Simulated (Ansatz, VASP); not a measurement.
CdSe: VASP beside Ansatz

```xyz
12
Lattice="7.6166 0.0000 0.0000 0.0000 7.6166 0.0000 0.0000 0.0000 7.6166" Properties=species:S:1:pos:R:3 pbc="T T T"
Cd    3.8083    0.0000    5.7124
Cd    5.7124    3.8083    0.0000
Cd    0.0000    5.7124    3.8083
Cd    3.8083    0.0000    1.9041
Cd    1.9041    3.8083    0.0000
Cd    0.0000    1.9041    3.8083
Se    0.0000    3.8083    5.7124
Se    5.7124    0.0000    3.8083
Se    3.8083    5.7124    0.0000
Se    0.0000    3.8083    1.9041
Se    1.9041    0.0000    3.8083
Se    3.8083    1.9041    0.0000
```

Alike in both runs: functional PBE; k mesh 4 × 4 × 4; occupations gaussian, width 0.02 eV; no spin polarisation.

Ansatz relaxed the structure, and its values are those at the end. VASP's run is a single point on that final structure, the one shown.

|  | VASP | Ansatz |
| --- | --- | --- |
| version | VASP 6.6.1 | Ansatz 0.2.0 |
| potentials or method | VASP PAW PBE potentials, release 64 (Cd, Se), cutoff 520 eV | scalar-relativistic, plane waves, PAW |
| valence electrons in the cell | 108 | 216 |

```csv
,VASP,Ansatz,Ansatz less VASP
gap on the k mesh at the Fermi level (eV),0.64,0.65,+0.007
least direct gap on the mesh (eV),0.64,0.65,+0.007
pressure (GPa),0.2,0.0,-0.21
```

The functional is the same, so the differences come from potentials, cutoffs and numerics. VASP's potentials hold 108 valence electrons a cell and Ansatz's 216, so a difference there can come from the potentials and not from the codes. Ansatz's warnings: xc potential rough in thin density.
